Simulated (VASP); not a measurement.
The system is BaAlGe.

```
Ba Al Ge
1.0
     4.35262    0.00000    0.00000
    -2.17631    3.76948    0.00000
     0.00000    0.00000    5.22777
Ba Al Ge
1 1 1
Direct
  0.00000 0.00000 0.00000
  0.66667 0.33333 0.50000
  0.33333 0.66667 0.50000
```

| Quantity | Value |
| --- | --- |
| Program | VASP 6.6.1 |
| Task | relaxation of cell and atoms |
| Functional | LDA |
| Potentials or basis | VASP PAW LDA potentials, release 64 (Ba_sv, Al, Ge_d) |
| Cutoff | 600 eV |
| k mesh | 12 × 12 × 8 |
| Occupations | gaussian, width 0.1 eV |
| Spin | no spin polarisation |

At the start: pressure -2.7 GPa; volume 28.59 Å³/atom.

Q: Where does the relaxation end?

A: Over 12 steps the energy falls by 16.3 meV/atom and the volume is 26.85 Å³/atom (-6.1 %); space group P-6m2 (No. 187, to 0.1 Å) before and after.

The path:
| step | energy change (eV) | largest force (eV/Å) | pressure (GPa) | volume (Å³) |
| --- | --- | --- | --- | --- |
| 1 | 0.0000 | 0.0000 | -2.70 | 85.77 |
| 2 | -0.0433 | 0.0000 | 0.62 | 79.94 |
| 3 | -0.0448 | 0.0000 | 0.07 | 80.77 |
| 4 | -0.0481 | 0.0000 | 0.07 | 80.62 |
| 5 | -0.0490 | 0.0000 | 0.05 | 80.51 |
| 6 | -0.0490 | 0.0000 | 0.06 | 80.49 |
| 7 | -0.0490 | 0.0000 | 0.04 | 80.48 |
| 8 | -0.0490 | 0.0000 | -0.05 | 80.57 |
| 9 | -0.0490 | 0.0000 | 0.04 | 80.54 |
| 10 | -0.0490 | 0.0000 | -0.03 | 80.56 |
| 11 | -0.0490 | 0.0000 | -0.03 | 80.55 |
| 12 | -0.0490 | 0.0000 | -0.01 | 80.55 |

Final structure:
```xyz
3
Lattice="4.2966 0.0000 0.0000 -2.1483 3.7210 0.0000 0.0000 0.0000 5.0381" Properties=species:S:1:pos:R:3 pbc="T T T"
Ba    0.0000    0.0000    0.0000
Al    2.1483    1.2403    2.5191
Ge    0.0000    2.4807    2.5191
```
